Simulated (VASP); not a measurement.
# Mg2CdN2 (P-3m1) in VASP: a series of runs

Mg2CdN2 is run at these levels: PBE, revPBE, RPBE, LDA; tasks: single point.

Program: VASP 6.6.1. These are calculated values, not measurements. Logs are shortened: lines on timing, memory, paths and dates and some standing lists are left out, and cuts for length are marked.

## Step 1: The cell of the first run

Symmetry: P-3m1, No. 164, trigonal system. The conventional cell has a = 3.553 Å, b = 3.553 Å, c = 5.984 Å, α = 90.00°, β = 90.00°, γ = 120.00°. Mg (site symmetry 3m) has 4 N at 2.10 to 2.28 Å and 3 Mg at 2.75 Å within 2.8 Å. Cd (site symmetry -3m) has 6 N at 2.62 Å and 6 Mg at 2.92 Å within 3.5 Å. N (site symmetry 3m) has 4 Mg at 2.10 to 2.28 Å and 3 Cd at 2.62 Å within 2.8 Å.

## Step 2: Single point, PBE

Input file INCAR:

```
SYSTEM = Mg2CdN2
PREC = Accurate ; ENCUT = 520
EDIFF = 1E-6 ; ISMEAR = 0
SIGMA = 0.01 ; LREAL = .FALSE.
LASPH = .TRUE. ; NELM = 60
ALGO = Normal ; ISIF = 2
LWAVE = .FALSE. ; LCHARG = .FALSE.
GGA = PE ; NBANDS = 21
```

Input file KPOINTS:

```
Automatic mesh
0
G
  6 6 4
  0 0 0
```

Input file POSCAR:

```
Mg2CdN2
1.0
    3.5528800000      0.0000000000      0.0000000000
   -1.7764400000      3.0768900000      0.0000000000
    0.0000000000      0.0000000000      5.9838300000
Mg Cd N
2 1 2
Direct
    0.6666666667      0.3333333333      0.1534400000
    0.3333333333      0.6666666667      0.8465600000
    0.0000000000      0.0000000000      0.5000000000
    0.6666666667      0.3333333333      0.7722300000
    0.3333333333      0.6666666667      0.2277700000
```

Potentials or basis: VASP PAW PBE potentials, release 64 (Mg, Cd, N).

Started as:

```bash
> cat potpaw_PBE.64/Mg/POTCAR potpaw_PBE.64/Cd/POTCAR potpaw_PBE.64/N/POTCAR > POTCAR
> mpirun -np 1 vasp_std > vasp.out
```

OUTCAR:

```text
SYSTEM = Mg2CdN2
   PREC = Accurate
   ENCUT = 520
   EDIFF = 1E-6
   ISMEAR = 0
   LREAL = .FALSE.
   LASPH = .TRUE.
   NELM = 60
   ISIF = 2
   GGA = PE

 ion  position               nearest neighbor table
   1  0.667  0.333  0.153-   5 2.10   5 2.10   5 2.10   4 2.28   2 2.75   2 2.75   2 2.75   3 2.92
                             3 2.92   3 2.92
   2  0.333  0.667  0.847-   4 2.10   4 2.10   4 2.10   5 2.28   1 2.75   1 2.75   1 2.75   3 2.92
                             3 2.92   3 2.92
   3  0.000  0.000  0.500-   4 2.62   5 2.62   4 2.62   5 2.62   4 2.62   5 2.62   1 2.92   2 2.92
                             2 2.92   1 2.92   1 2.92   2 2.92
   4  0.667  0.333  0.772-   2 2.10   2 2.10   2 2.10   1 2.28   3 2.62   3 2.62   3 2.62
   5  0.333  0.667  0.228-   1 2.10   1 2.10   1 2.10   2 2.28   3 2.62   3 2.62   3 2.62

  LATTYP: Found a hexagonal cell.
 ALAT       =     3.5528800000
 C/A-ratio  =     1.6842195627

  Lattice vectors:

 A1 = (   3.5528800000,   0.0000000000,   0.0000000000)
 A2 = (  -1.7764400000,   3.0768900000,   0.0000000000)
 A3 = (   0.0000000000,   0.0000000000,   5.9838300000)

Analysis of symmetry for initial positions (statically):
=====================================================================
 Subroutine PRICEL returns:
 Original cell was already a primitive cell.

 Routine SETGRP: Setting up the symmetry group for a
 hexagonal supercell.

 Subroutine GETGRP returns: Found 12 space group operations
 (whereof 12 operations were pure point group operations)
 out of a pool of 24 trial point group operations.

The static configuration has the point symmetry D_3d.

Analysis of symmetry for dynamics (positions and initial velocities):
=====================================================================
 Subroutine PRICEL returns:
 Original cell was already a primitive cell.

 Routine SETGRP: Setting up the symmetry group for a
 hexagonal supercell.

 Subroutine GETGRP returns: Found 12 space group operations
 (whereof 12 operations were pure point group operations)
 out of a pool of 24 trial point group operations.

The dynamic configuration has the point symmetry D_3d.

 Subroutine INISYM returns: Found 12 space group operations
 (whereof 12 operations are pure point group operations),
 and found     1 'primitive' translations

----------------------------------------------------------------------------------------

                                     Primitive cell

  volume of cell :      65.4142

  direct lattice vectors                    reciprocal lattice vectors
     3.552880000  0.000000000  0.000000000     0.281461800  0.162501747  0.000000000
    -1.776440000  3.076890000  0.000000000     0.000000000  0.325003494  0.000000000
     0.000000000  0.000000000  5.983830000     0.000000000  0.000000000  0.167117047

  length of vectors
     3.552880000  3.552884905  5.983830000     0.325003942  0.325003494  0.167117047

  position of ions in fractional coordinates (direct lattice)
     0.666666667  0.333333333  0.153440000
     0.333333333  0.666666667  0.846560000
     0.000000000  0.000000000  0.500000000
     0.666666667  0.333333333  0.772230000
     0.333333333  0.666666667  0.227770000

  ion indices of the primitive-cell ions
   primitive index   ion index
                 1           1
                 2           2
                 3           3
                 4           4
                 5           5

----------------------------------------------------------------------------------------

 KPOINTS: Automatic mesh

Automatic generation of k-mesh.
 Grid dimensions read from file:
 generate k-points for:    6    6    4

 Generating k-lattice:

  Cartesian coordinates                     Fractional coordinates (reciprocal lattice)
     0.046910300  0.027083624  0.000000000     0.166666667  0.000000000  0.000000000
     0.000000000  0.054167249  0.000000000     0.000000000  0.166666667  0.000000000
     0.000000000  0.000000000  0.041779262     0.000000000  0.000000000  0.250000000

  Length of vectors
     0.054167324  0.054167249  0.041779262

  Shift w.r.t. Gamma in fractional coordinates (k-lattice)
     0.000000000  0.000000000  0.000000000

 Subroutine IBZKPT returns following result:
 ===========================================

 Found     24 irreducible k-points:

 Following reciprocal coordinates:
            Coordinates               Weight
  0.000000  0.000000  0.000000      1.000000
  0.166667 -0.000000  0.000000      6.000000
  0.333333 -0.000000  0.000000      6.000000
  0.500000  0.000000  0.000000      3.000000
  0.166667  0.166667  0.000000      6.000000
  0.333333  0.166667  0.000000     12.000000
[... 16 lines left out ...]
  0.333333  0.166667  0.500000     12.000000
  0.333333  0.333333  0.500000      2.000000
   k-points           NKPTS =     24   k-points in BZ     NKDIM =     24   number of bands    NBANDS=     21
[... 90 lines left out ...]

 k-point     3 :       0.3333   -0.0000    0.0000
  band No.  band energies     occupation
      1      -9.7285      2.00000
      2      -9.2495      2.00000
      3      -4.9608      2.00000
      4      -4.7401      2.00000
      5      -4.7031      2.00000
      6      -4.4935      2.00000
[... 13 lines left out ...]
     20      12.1895      0.00000
     21      13.6982      0.00000

 k-point     4 :       0.5000    0.0000    0.0000
  band No.  band energies     occupation
      1      -9.3608      2.00000
      2      -9.2929      2.00000
      3      -5.0364      2.00000
      4      -4.7661      2.00000
      5      -4.7322      2.00000
      6      -4.3859      2.00000
[... 13 lines left out ...]
     20      12.1666      0.00000
     21      14.0526      0.00000

 k-point     5 :       0.1667    0.1667    0.0000
  band No.  band energies     occupation
      1      -9.8672      2.00000
      2      -9.2630      2.00000
      3      -4.8649      2.00000
      4      -4.7771      2.00000
      5      -4.7118      2.00000
      6      -4.5417      2.00000
[... 13 lines left out ...]
     20      12.2979      0.00000
     21      13.4954      0.00000

 k-point     6 :       0.3333    0.1667    0.0000
  band No.  band energies     occupation
      1      -9.4310      2.00000
      2      -9.2261      2.00000
      3      -4.9376      2.00000
      4      -4.7770      2.00000
      5      -4.7094      2.00000
      6      -4.4680      2.00000
[... 13 lines left out ...]
     20      12.1170      0.00000
     21      13.6235      0.00000

 k-point     7 :       0.3333    0.3333    0.0000
  band No.  band energies     occupation
      1      -9.2436      2.00000
      2      -9.2436      2.00000
      3      -4.8390      2.00000
      4      -4.8389      2.00000
      5      -4.6524      2.00000
      6      -4.4982      2.00000
[... 13 lines left out ...]
     20      11.6841      0.00000
     21      14.7482      0.00000
[... 291 lines left out ...]
      1      -9.6370      2.00000
      2      -9.3366      2.00000
      3      -4.9706      2.00000
      4      -4.7134      2.00000
      5      -4.7070      2.00000
      6      -4.5393      2.00000
[... 13 lines left out ...]
     20      12.1893      0.00000
     21      13.3026      0.00000

 k-point    21 :       0.5000    0.0000    0.5000
  band No.  band energies     occupation
      1      -9.4733      2.00000
      2      -9.1545      2.00000
      3      -5.0461      2.00000
      4      -4.7372      2.00000
      5      -4.7055      2.00000
      6      -4.4081      2.00000
[... 13 lines left out ...]
     20      12.0610      0.00000
     21      13.1825      0.00000

 k-point    22 :       0.1667    0.1667    0.5000
  band No.  band energies     occupation
      1      -9.7094      2.00000
      2      -9.4328      2.00000
      3      -4.8739      2.00000
      4      -4.7532      2.00000
      5      -4.7113      2.00000
      6      -4.6205      2.00000
[... 13 lines left out ...]
     20      12.4633      0.00000
     21      13.3177      0.00000

 k-point    23 :       0.3333    0.1667    0.5000
  band No.  band energies     occupation
      1      -9.4425      2.00000
      2      -9.2013      2.00000
      3      -4.9403      2.00000
      4      -4.7528      2.00000
      5      -4.6806      2.00000
      6      -4.4960      2.00000
[... 13 lines left out ...]
     20      12.4973      0.00000
     21      13.4626      0.00000

 k-point    24 :       0.3333    0.3333    0.5000
  band No.  band energies     occupation
      1      -9.2429      2.00000
      2      -9.2429      2.00000
      3      -4.8199      2.00000
      4      -4.8199      2.00000
      5      -4.6277      2.00000
      6      -4.4729      2.00000
[... 13 lines left out ...]
     20      11.9090      0.00000
     21      14.2850      0.00000

------------------------ aborting loop because EDIFF is reached ----------------------------------------

  FORCE on cell =-STRESS in cart. coord.  units (eV):
  Direction    XX          YY          ZZ          XY          YZ          ZX
  --------------------------------------------------------------------------------------
  -------------------------------------------------------------------------------------
  Total       -0.1397487     -0.1397492     -0.1263354      0.0000000      0.0000000      0.0000000
  in kB       -3.4228408     -3.4228534     -3.0943097      0.0000000      0.0000000      0.0000000
  external PRESSURE =      -3.3133346 kB  Pullay stress =       0.0000000 kB

 VOLUME and BASIS-vectors are now :
 -----------------------------------------------------------------------------
  energy-cutoff  :      520.00
  volume of cell :       65.41
      direct lattice vectors                 reciprocal lattice vectors
     3.552880000  0.000000000  0.000000000     0.281461800  0.162501747  0.000000000
    -1.776440000  3.076890000  0.000000000     0.000000000  0.325003494  0.000000000
     0.000000000  0.000000000  5.983830000     0.000000000  0.000000000  0.167117047

 POSITION                                       TOTAL-FORCE (eV/Angst)
 -----------------------------------------------------------------------------------
      1.77644      1.02563      0.91816        -0.000000      0.000000      0.026789
     -0.00000      2.05126      5.06567         0.000000     -0.000000     -0.026789
      0.00000      0.00000      2.99192        -0.000000      0.000000      0.000000
      1.77644      1.02563      4.62089         0.000000     -0.000000      0.007992
     -0.00000      2.05126      1.36294         0.000000      0.000000     -0.007992
 -----------------------------------------------------------------------------------
    total drift:                               -0.000000      0.000000      0.000000

  FREE ENERGIE OF THE ION-ELECTRON SYSTEM (eV)
  ---------------------------------------------------
  free  energy   TOTEN  =       -21.6283625525 eV

  energy  without entropy=      -21.6283625525  energy(sigma->0) =      -21.62836255
```

Wall time 66 s (1 thread of AMD EPYC 7R13, shared host); peak memory 0.17 GiB.

What came out:

```yaml
Free_energy: -21.6284 eV
Pressure: -0.3 GPa
Largest_force: 0.027 eV/Å
Band_gap_on_the_k_mesh: 0.35 eV, indirect (least direct gap 0.68 eV)
```

Forces in eV/Å, atoms in the order of the input:
```
Mg   0.000  0.000  0.027
Mg   0.000  0.000 -0.027
Cd   0.000  0.000  0.000
N    0.000  0.000  0.008
N    0.000  0.000 -0.008
```

Levels at points of the mesh, in eV from the valence-band top:
```tsv
k point	band 9	band 10	band 11	band 12	band 13	band 14	band 15	band 16	band 17	band 18
(0.00, 0.00, 0.00)	-0.37	-0.34	-0.34	-0.32	-0.32	0.35	4.24	6.93	9.06	9.06
(0.50, 0.00, 0.00)	-3.14	-2.35	-1.44	-0.93	-0.17	3.55	4.04	5.04	7.16	8.29
(0.00, 0.00, 0.50)	-2.67	-0.57	-0.57	-0.07	-0.07	2.99	3.00	7.69	8.96	9.30
(0.50, 0.00, 0.50)	-3.87	-1.24	-0.94	-0.78	-0.55	2.90	3.09	6.64	7.61	7.83
```

A k mesh can miss the band edges.

## Step 3: Single point, revPBE

Input file INCAR:

```
SYSTEM = Mg2CdN2
PREC = Accurate
ENCUT = 520
EDIFF = 1E-6
ISMEAR = 0
SIGMA = 0.01
LREAL = .False.
LASPH = .True.
NELM = 100
ALGO = Normal
ISIF = 2
LWAVE = .False.
LCHARG = .True.
GGA = RE
LELF = .True.
LVHAR = .True.
NBANDS = 21
```

Input file KPOINTS:

```
Automatic mesh
0
Gamma
  6 6 4
  0 0 0
```

POSCAR is that of step 2.

Potentials or basis: VASP PAW PBE potentials, release 64 (Mg, Cd, N).

Started as:

```bash
> cat potpaw_PBE.64/Mg/POTCAR potpaw_PBE.64/Cd/POTCAR potpaw_PBE.64/N/POTCAR > POTCAR
> mpirun -np 1 vasp_std > vasp.out
```

It took 63 s on 1 thread of AMD EPYC 7R13, shared host; peak memory 0.17 GiB.

The run converged. Its results:

```
Free energy            : -20.1711 eV
Pressure               : 2.1 GPa
Largest force          : 0.015 eV/Å
Band gap on the k mesh : 0.38 eV, indirect (least direct gap 0.70 eV)
```

Forces in eV/Å, atoms in the order of the input:
```
Mg   0.000  0.000  0.015
Mg   0.000  0.000 -0.015
Cd   0.000  0.000  0.000
N    0.000  0.000 -0.004
N    0.000  0.000  0.004
```

Levels at points of the mesh, in eV from the valence-band top:
| k point | band 9 | band 10 | band 11 | band 12 | band 13 | band 14 | band 15 | band 16 | band 17 | band 18 |
| --- | --- | --- | --- | --- | --- | --- | --- | --- | --- | --- |
| (0.00, 0.00, 0.00) | -0.36 | -0.34 | -0.34 | -0.32 | -0.32 | 0.38 | 4.28 | 6.97 | 9.13 | 9.13 |
| (0.50, 0.00, 0.00) | -3.13 | -2.34 | -1.43 | -0.92 | -0.17 | 3.60 | 4.08 | 5.07 | 7.21 | 8.34 |
| (0.00, 0.00, 0.50) | -2.66 | -0.57 | -0.57 | -0.07 | -0.07 | 3.02 | 3.02 | 7.74 | 9.03 | 9.36 |
| (0.50, 0.00, 0.50) | -3.85 | -1.23 | -0.94 | -0.78 | -0.55 | 2.96 | 3.12 | 6.68 | 7.66 | 7.89 |

Caveat: the PAW data sets were made with another functional, which shifts forces and pressure a little. A k mesh can miss the band edges.

## Step 4: Single point, RPBE

Input file INCAR:

```
SYSTEM = Mg2CdN2
PREC     = Accurate       ! precision mode
ENCUT    = 520            ! plane-wave cutoff, eV
EDIFF    = 1E-6           ! SCF threshold, eV
ISMEAR   = 0              ! smearing method
SIGMA    = 0.01           ! smearing width, eV
LREAL    = .FALSE.        ! projectors in reciprocal space
LASPH    = .TRUE.         ! aspherical terms in the spheres
NELM     = 60             ! most SCF steps
ALGO     = Normal         ! electronic algorithm
ISIF     = 2              ! what is computed and relaxed
LWAVE    = .FALSE.        ! write WAVECAR
LCHARG   = .FALSE.        ! write CHGCAR
GGA      = RP             ! functional
NBANDS   = 21             ! bands
```

Input file KPOINTS:

```
Automatic mesh
0
G
  6 6 4
  0 0 0
```

POSCAR is that of step 3.

Started as:

```bash
> cat potpaw_PBE.64/Mg/POTCAR potpaw_PBE.64/Cd/POTCAR potpaw_PBE.64/N/POTCAR > POTCAR
> mpirun -np 1 vasp_std > vasp.out
```

Wall time 67 s (1 thread of AMD EPYC 7R13, shared host); peak memory 0.17 GiB.

Results (log left out):

```yaml
Free_energy: -19.9280 eV
Pressure: 2.9 GPa
Largest_force: 0.004 eV/Å
Band_gap_on_the_k_mesh: 0.38 eV, indirect (least direct gap 0.71 eV)
```

Forces in eV/Å, atoms in the order of the input:
```
Mg   0.000  0.000  0.004
Mg   0.000  0.000 -0.004
Cd   0.000  0.000  0.000
N    0.000  0.000 -0.001
N    0.000  0.000  0.001
```

Levels at points of the mesh, in eV from the valence-band top:
| k point | band 9 | band 10 | band 11 | band 12 | band 13 | band 14 | band 15 | band 16 | band 17 | band 18 |
| --- | --- | --- | --- | --- | --- | --- | --- | --- | --- | --- |
| (0.00, 0.00, 0.00) | -0.36 | -0.34 | -0.34 | -0.32 | -0.32 | 0.38 | 4.30 | 6.98 | 9.14 | 9.14 |
| (0.50, 0.00, 0.00) | -3.12 | -2.33 | -1.43 | -0.92 | -0.17 | 3.61 | 4.09 | 5.08 | 7.23 | 8.36 |
| (0.00, 0.00, 0.50) | -2.66 | -0.57 | -0.57 | -0.07 | -0.07 | 3.03 | 3.03 | 7.75 | 9.04 | 9.38 |
| (0.50, 0.00, 0.50) | -3.84 | -1.23 | -0.93 | -0.78 | -0.55 | 2.97 | 3.13 | 6.69 | 7.66 | 7.91 |

Caveat: the PAW data sets were made with another functional, which shifts forces and pressure a little. A k mesh can miss the band edges.

## Step 5: Single point, LDA

Input file INCAR:

```
PREC = Accurate ; ENCUT = 520
EDIFF = 1E-7 ; ISMEAR = 0
SIGMA = 0.01 ; LREAL = False
LASPH = True ; NELM = 60
ALGO = Normal ; ISIF = 2
LWAVE = False ; LCHARG = False
NBANDS = 21
```

Input file KPOINTS:

```
Automatic mesh
0
Gamma
  6 6 4
```

POSCAR is that of step 4.

Potentials or basis: VASP PAW LDA potentials, release 64 (Mg, Cd, N).

Started as:

```bash
> cat potpaw_LDA.64/Mg/POTCAR potpaw_LDA.64/Cd/POTCAR potpaw_LDA.64/N/POTCAR > POTCAR
> mpirun -np 1 vasp_std > vasp.out
```

Run time: 62 s. Hardware: 1 thread of AMD EPYC 7R13, shared host; peak memory 0.15 GiB.

Results (log left out):

```
Free energy            : -25.2116 eV
Pressure               : -8.6 GPa
Largest force          : 0.088 eV/Å
Band gap on the k mesh : 0.38 eV, indirect (least direct gap 0.70 eV)
```

Forces in eV/Å, atoms in the order of the input:
```
Mg   0.000  0.000  0.088
Mg   0.000  0.000 -0.088
Cd   0.000  0.000  0.000
N    0.000  0.000 -0.020
N    0.000  0.000  0.020
```

Stress tensor (GPa, compression positive):
```
-8.53  0.00  0.00
 0.00 -8.53  0.00
 0.00  0.00 -8.82
```

Levels at points of the mesh, in eV from the valence-band top:
```tsv
k point	band 10	band 11	band 12	band 13	band 14	band 15	band 16	band 17
(0.00, 0.00, 0.00)	-0.34	-0.34	-0.32	-0.32	0.38	4.18	6.88	8.89
(0.50, 0.00, 0.00)	-2.38	-1.45	-0.95	-0.17	3.44	3.99	4.99	7.05
(0.00, 0.00, 0.50)	-0.58	-0.58	-0.06	-0.06	2.98	2.98	7.61	8.86
(0.50, 0.00, 0.50)	-1.26	-0.95	-0.78	-0.55	2.79	3.05	6.55	7.55
```

## Step 6: Overview

| level | potentials or basis | gap on the mesh (eV) | pressure (GPa) | largest force (eV/Å) |
| --- | --- | --- | --- | --- |
| PBE | VASP PAW PBE potentials, release 64 (Mg, Cd, N) | 0.35 | -0.3 | 0.03 |
| revPBE | VASP PAW PBE potentials, release 64 (Mg, Cd, N) | 0.38 | 2.1 | 0.01 |
| RPBE | VASP PAW PBE potentials, release 64 (Mg, Cd, N) | 0.38 | 2.9 | - |
| LDA | VASP PAW LDA potentials, release 64 (Mg, Cd, N) | 0.38 | -8.6 | 0.09 |

Alike in all rows: task single point; no spin polarisation; cell as given; k mesh 6 × 6 × 4; cutoff (eV) 520; smearing gaussian 0.01 eV.

Caveats: the PAW data sets were made with another functional, which shifts forces and pressure a little (some runs).

Total energies depend on the potentials used, so only differences within one code and one set of settings carry meaning.
